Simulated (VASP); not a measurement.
# Sc (P6/mmm) in VASP: further runs

Sc is run at these levels: PBE; tasks: single point.

Program: VASP 6.6.1. These are calculated values, not measurements. Logs are shortened: lines on timing, memory, paths and dates and some standing lists are left out, and cuts for length are marked.

## (1) The cell of the first run

It takes space group P6/mmm (No. 191, hexagonal). Conventional cell: a = 4.088 Å, b = 4.088 Å, c = 2.285 Å, α = 90.00°, β = 90.00°, γ = 120.00°. Within 3.0 Å of Sc (site symmetry 6/mmm) lie 14 Sc at 2.28 to 2.62 Å. Sc (site symmetry -6m2) has 11 Sc at 2.28 to 2.62 Å within 3.0 Å.

This isn't the form of Sc at room conditions, which is hcp.

## (2) Single point, PBE

Input file INCAR:

```
PREC = Accurate
ENCUT = 520
EDIFF = 1E-6
ISMEAR = -1
SIGMA = 0.05
LREAL = F
LASPH = T
NELM = 60
ALGO = Normal
ISIF = 2
LWAVE = F
LCHARG = T
GGA = PE
LELF = T
LVHAR = T
NBANDS = 24
```

Input file KPOINTS:

```
regular mesh
0
Gamma
  8 8 11
```

Input file POSCAR:

```
Sc
1.0
    4.0875178218      0.0000000000      0.0000000000
   -2.0437589109      3.5398942721      0.0000000000
    0.0000000000      0.0000000000      2.2845746027
Sc
3
Direct
    0.0000000000      0.0000000000      0.0000000000
    0.3333333333      0.6666666667      0.5000000000
    0.6666666667      0.3333333333      0.5000000000
```

Potentials or basis: VASP PAW PBE potentials, release 64 (Sc_sv).

Started as:

```sh
> cat potpaw_PBE.64/Sc_sv/POTCAR > POTCAR
> mpirun -np 1 vasp_std > vasp.out
```

OUTCAR:

```text
PREC = Accurate
   ENCUT = 520
   EDIFF = 1E-6
   ISMEAR = -1
   LREAL = F
   LASPH = T
   NELM = 60
   ISIF = 2
   GGA = PE

 ion  position               nearest neighbor table
   1  0.000  0.000  0.000-   2 2.62   3 2.62   2 2.62   3 2.62   2 2.62   2 2.62   3 2.62   3 2.62
                             3 2.62   3 2.62   2 2.62   2 2.62
   2  0.333  0.667  0.500-   3 2.36   3 2.36   3 2.36   1 2.62   1 2.62   1 2.62   1 2.62   1 2.62
                             1 2.62   3 3.28   3 3.28   3 3.28   3 3.28   3 3.28   3 3.28
   3  0.667  0.333  0.500-   2 2.36   2 2.36   2 2.36   1 2.62   1 2.62   1 2.62   1 2.62   1 2.62
                             1 2.62   2 3.28   2 3.28   2 3.28   2 3.28   2 3.28   2 3.28

  LATTYP: Found a hexagonal cell.
 ALAT       =     4.0875178218
 C/A-ratio  =     0.5589148971

  Lattice vectors:

 A1 = (   4.0875178218,   0.0000000000,   0.0000000000)
 A2 = (  -2.0437589109,   3.5398942721,   0.0000000000)
 A3 = (   0.0000000000,   0.0000000000,   2.2845746027)

Analysis of symmetry for initial positions (statically):
=====================================================================
 Subroutine PRICEL returns:
 Original cell was already a primitive cell.

 Routine SETGRP: Setting up the symmetry group for a
 hexagonal supercell.

 Subroutine GETGRP returns: Found 24 space group operations
 (whereof 24 operations were pure point group operations)
 out of a pool of 24 trial point group operations.

The static configuration has the point symmetry D_6h.

Analysis of symmetry for dynamics (positions and initial velocities):
=====================================================================
 Subroutine PRICEL returns:
 Original cell was already a primitive cell.

 Routine SETGRP: Setting up the symmetry group for a
 hexagonal supercell.

 Subroutine GETGRP returns: Found 24 space group operations
 (whereof 24 operations were pure point group operations)
 out of a pool of 24 trial point group operations.

The dynamic configuration has the point symmetry D_6h.

 Subroutine INISYM returns: Found 24 space group operations
 (whereof 24 operations are pure point group operations),
 and found     1 'primitive' translations

----------------------------------------------------------------------------------------

                                     Primitive cell

  volume of cell :      33.0564

  direct lattice vectors                    reciprocal lattice vectors
     4.087517822  0.000000000  0.000000000     0.244647251  0.141247156  0.000000000
    -2.043758911  3.539894272  0.000000000     0.000000000  0.282494313  0.000000000
     0.000000000  0.000000000  2.284574603     0.000000000  0.000000000  0.437718251

  length of vectors
     4.087517822  4.087517822  2.284574603     0.282494313  0.282494313  0.437718251

  position of ions in fractional coordinates (direct lattice)
     0.000000000  0.000000000  0.000000000
     0.333333333  0.666666667  0.500000000
     0.666666667  0.333333333  0.500000000

  ion indices of the primitive-cell ions
   primitive index   ion index
                 1           1
                 2           2
                 3           3

----------------------------------------------------------------------------------------

 KPOINTS: regular mesh

Automatic generation of k-mesh.
 Grid dimensions read from file:
 generate k-points for:    8    8   11

 Generating k-lattice:

  Cartesian coordinates                     Fractional coordinates (reciprocal lattice)
     0.030580906  0.017655895  0.000000000     0.125000000 -0.000000000  0.000000000
     0.000000000  0.035311789  0.000000000     0.000000000  0.125000000  0.000000000
     0.000000000  0.000000000  0.039792568     0.000000000  0.000000000  0.090909091

  Length of vectors
     0.035311789  0.035311789  0.039792568

  Shift w.r.t. Gamma in fractional coordinates (k-lattice)
     0.000000000  0.000000000  0.000000000

 Subroutine IBZKPT returns following result:
 ===========================================

 Found     60 irreducible k-points:

 Following reciprocal coordinates:
            Coordinates               Weight
  0.000000  0.000000  0.000000      1.000000
  0.125000  0.000000  0.000000      6.000000
  0.250000  0.000000  0.000000      6.000000
  0.375000  0.000000  0.000000      6.000000
  0.500000  0.000000  0.000000      3.000000
  0.125000  0.125000  0.000000      6.000000
[... 16 lines left out ...]
  0.250000  0.000000  0.181818     12.000000
  0.375000  0.000000  0.181818     12.000000
 [... further k-points ...]
   k-points           NKPTS =     60   k-points in BZ     NKDIM =     60   number of bands    NBANDS=     24
   number of dos      NEDOS =    301   number of ions     NIONS =      3
   total plane-waves  NPLWV =  16200
   dimension x,y,z NGX =    30 NGY =   30 NGZ =   18
   dimension x,y,z NGXF=    60 NGYF=   60 NGZF=   36
   ions per type =               3
   NGX,Y,Z   is equivalent  to a cutoff of  12.20, 12.20, 13.10 a.u.
   NGXF,Y,Z  is equivalent  to a cutoff of  24.40, 24.40, 26.20 a.u.
 SYSTEM =  unknown system
   PREC   = accura    normal or accurate (medium, high low for compatibility)
   ISTART =      0    job   : 0-new  1-cont  2-samecut
   ICHARG =      2    charge: 1-file 2-atom 10-const
   ISPIN  =      1    spin polarized calculation?
   LNONCOLLINEAR =      F non collinear calculations
   LSORBIT =      F    spin-orbit coupling
   LASPH  =      T    aspherical Exc in radial PAW
   ENCUT  =  520.0 eV  38.22 Ry    6.18 a.u.   7.60  7.60  4.25*2*pi/ulx,y,z
   NELM   =     60;   NELMIN=  2; NELMDL= -5     # of ELM steps
   EDIFF  = 0.1E-05   stopping-criterion for ELM
   LREAL  =      F    real-space projection
[... 7 lines left out ...]
   TEBEG  =    0.0;   TEEND  =   0.0 temperature during run
   PSTRESS=    0.0 pullay stress
   NELECT =      33.0000    total number of electrons
   NUPDOWN=      -1.0000    fix difference up-down
   EMIN   =  10.00;   EMAX   =-10.00  energy-range for DOS
   EFERMI =   0.00;   METHOD = LEGACY
   ISMEAR =    -1;   SIGMA  =   0.05  broadening in eV -4-tet -1-fermi 0-gaus
   EFERMI_NEDOS =   21; number of points for ismear=-14 and -15
   IALGO  =     38    algorithm
   IMIX   =      4    mixing-type and parameters
     AMIX     =   0.40;   BMIX     =  1.00
     AMIX_MAG =   1.60;   BMIX_MAG =  1.00
  volume/ion in A,a.u.               =      11.02        74.36
  Fermi-wavevector in a.u.,A,eV,Ry     =   1.636167  3.091908 36.423388  2.677043
  Thomas-Fermi vector in A             =   2.727519
   LORBIT       =      0    0 simple, 1 ext, 2 COOP (PROOUT), +10 PAW based schemes
   GGA     = PE    functional components
   LHFCALC =     F    Hartree Fock is set to
   AEXX    =    0.0000 exact exchange contribution
   IVDW    =     0    specifies the selected vdW correction
   LEPSILON=     F    determine dielectric tensor
   LRPA    =     F    only Hartree local field effects (RPA)
 non-spin polarized calculation
  energy-cutoff  :      520.00
  volume of cell :       33.06
 maximum number of plane-waves:       915
   NGX = 15   NGY = 15   NGZ =  9

 number of electron      33.0000012 magnetization

 Free energy of the ion-electron system (eV)
  ---------------------------------------------------
  ext. energy  EPLUGINS =         0.00000000
  ---------------------------------------------------
  free energy    TOTEN  =        -8.59554222 eV

  energy without entropy =       -8.57968637  energy(sigma->0) =       -8.58761429

 E-fermi :   9.8909     XC(G=0): -13.7004

 val. band max:        9.8886614594   @ k =   0.0000   0.0000   0.1818
 cond. band min:       9.8914720160   @ k =   0.1250   0.0000   0.0000
 fundamental gap:      0.0028105566
 Fermi energy:         9.8909137009

 k-point     1 :       0.0000    0.0000    0.0000
  band No.  band energies     occupation
      1     -39.0347      2.00000
      2     -37.7714      2.00000
      3     -37.7282      2.00000
      4     -18.1468      2.00000
      5     -18.1468      2.00000
      6     -17.6769      2.00000
[... 16 lines left out ...]
     23      15.3485      0.00000
     24      15.4215      0.00000

 k-point     2 :       0.1250    0.0000    0.0000
  band No.  band energies     occupation
      1     -38.9832      2.00000
      2     -37.7965      2.00000
      3     -37.7644      2.00000
      4     -18.4198      2.00000
      5     -18.3232      2.00000
      6     -17.3447      2.00000
[... 16 lines left out ...]
     23      14.8246      0.00000
     24      14.9256      0.00000

 k-point     3 :       0.2500    0.0000    0.0000
  band No.  band energies     occupation
      1     -38.8370      2.00000
      2     -37.9010      2.00000
      3     -37.8300      2.00000
      4     -18.7494      2.00000
      5     -18.3507      2.00000
      6     -16.8462      2.00000
[... 16 lines left out ...]
     23      14.3881      0.00000
     24      14.8143      0.00000

 k-point     4 :       0.3750    0.0000    0.0000
  band No.  band energies     occupation
      1     -38.6220      2.00000
      2     -38.0940      2.00000
      3     -37.8764      2.00000
      4     -18.9664      2.00000
      5     -18.0741      2.00000
      6     -16.7451      2.00000
[... 16 lines left out ...]
     23      14.9592      0.00000
     24      15.0848      0.00000

 k-point     5 :       0.5000    0.0000    0.0000
  band No.  band energies     occupation
      1     -38.4314      2.00000
      2     -38.2769      2.00000
      3     -37.8943      2.00000
      4     -19.0413      2.00000
      5     -17.6493      2.00000
      6     -17.3407      2.00000
[... 451 lines left out ...]
 k-point    22 :       0.1250    0.0000    0.1818
  band No.  band energies     occupation
      1     -38.6872      2.00000
      2     -37.6130      2.00000
      3     -37.5401      2.00000
      4     -18.1513      2.00000
      5     -18.0661      2.00000
      6     -17.1038      2.00000
[... 16 lines left out ...]
     23      13.7571      0.00000
     24      13.9122      0.00000

 k-point    23 :       0.2500    0.0000    0.1818
  band No.  band energies     occupation
      1     -38.5523      2.00000
      2     -37.6882      2.00000
      3     -37.6195      2.00000
      4     -18.4421      2.00000
      5     -18.1073      2.00000
      6     -16.7591      2.00000
[... 16 lines left out ...]
     23      13.8062      0.00000
     24      14.0864      0.00000

 k-point    24 :       0.3750    0.0000    0.1818
  band No.  band energies     occupation
      1     -38.3554      2.00000
      2     -37.8575      2.00000
      3     -37.6671      2.00000
      4     -18.6392      2.00000
      5     -17.9068      2.00000
      6     -16.8929      2.00000
[... 16 lines left out ...]
     23      13.9903      0.00000
     24      14.7356      0.00000

 [... further k-points ...]

------------------------ aborting loop because EDIFF is reached ----------------------------------------

  FORCE on cell =-STRESS in cart. coord.  units (eV):
  Direction    XX          YY          ZZ          XY          YZ          ZX
  --------------------------------------------------------------------------------------
  -------------------------------------------------------------------------------------
  Total       27.0352580     27.0352580     27.3161766      0.0000000      0.0000000      0.0000000
  in kB     1310.3454556   1310.3454556   1323.9610208      0.0000000      0.0000000      0.0000000
  external PRESSURE =    1314.8839773 kB  Pullay stress =       0.0000000 kB

 VOLUME and BASIS-vectors are now :
 -----------------------------------------------------------------------------
  energy-cutoff  :      520.00
  volume of cell :       33.06
      direct lattice vectors                 reciprocal lattice vectors
     4.087517822  0.000000000  0.000000000     0.244647251  0.141247156  0.000000000
    -2.043758911  3.539894272  0.000000000     0.000000000  0.282494313  0.000000000
     0.000000000  0.000000000  2.284574603     0.000000000  0.000000000  0.437718251

 POSITION                                       TOTAL-FORCE (eV/Angst)
 -----------------------------------------------------------------------------------
      0.00000      0.00000      0.00000        -0.000000      0.000000      0.000000
     -0.00000      2.35993      1.14229        -0.000000      0.000000      0.000000
      2.04376      1.17996      1.14229         0.000000      0.000000      0.000000
 -----------------------------------------------------------------------------------
    total drift:                               -0.000000      0.000000      0.000000

  FREE ENERGIE OF THE ION-ELECTRON SYSTEM (eV)
  ---------------------------------------------------
  free  energy   TOTEN  =        -8.5955422160 eV

  energy  without entropy=       -8.5796863717  energy(sigma->0) =       -8.58761429
```

Run time: 85 s. Hardware: 1 thread of Intel Xeon 8259CL, shared host; peak memory 0.17 GiB.

What came out:

| Quantity | Value |
| --- | --- |
| Free energy | -8.5955 eV |
| Pressure | 131.5 GPa |
| Band gap on the k mesh | zero (an odd number of electrons rules out a gap without spin polarisation) |

Levels at points of the mesh, in eV from the Fermi level:
```csv
k point,band 14,band 15,band 16,band 17,band 18,band 19,band 20,band 21
"(0.00, 0.00, 0.00)",-2.38,0.70,0.70,0.81,0.81,0.84,1.24,2.91
"(0.50, 0.00, 0.00)",-1.35,-1.26,-0.44,-0.26,0.05,0.38,1.29,4.13
```

Caveat: the cell stands under pressure.

## (3) Single point, PBE (11.02 Å³/atom)

Input file INCAR:

```
SYSTEM = Sc
  PREC = Accurate
  ENCUT = 520
  EDIFF = 1E-7
  ISMEAR = -1
  SIGMA = 0.05
  LREAL = .False.
  LASPH = .True.
  NELM = 100
  ALGO = Normal
  ISIF = 2
  LWAVE = .False.
  LCHARG = .False.
  GGA = PE
  NBANDS = 24
```

Input file KPOINTS:

```
regular mesh
0
Gamma
  8 8 11
  0 0 0
```

POSCAR is that of step 2.

Potentials or basis: VASP PAW PBE potentials, release 64 (Sc_sv).

Started as:

```sh
> cat potpaw_PBE.64/Sc_sv/POTCAR > POTCAR
> mpirun -np 1 vasp_std > vasp.out
```

Wall time 2 min (1 thread of Intel Xeon 8259CL, shared host); peak memory 0.16 GiB.

The run converged. Its results:

* Free energy: -8.5955 eV
* Pressure: 131.5 GPa
* Band gap on the k mesh: zero (an odd number of electrons rules out a gap without spin polarisation)

Stress tensor (GPa, compression positive):
```
131.06   0.00   0.00
  0.00 131.06   0.00
  0.00   0.00 132.42
```

Levels at points of the mesh, in eV from the Fermi level:
```
           k point  band 14  band 15  band 16  band 17  band 18  band 19  band 20  band 21
(0.00, 0.00, 0.00)    -2.38     0.70     0.70     0.81     0.81     0.84     1.24     2.91
(0.50, 0.00, 0.00)    -1.35    -1.26    -0.44    -0.26     0.05     0.38     1.29     4.13
```

Caveat: the cell stands under pressure.
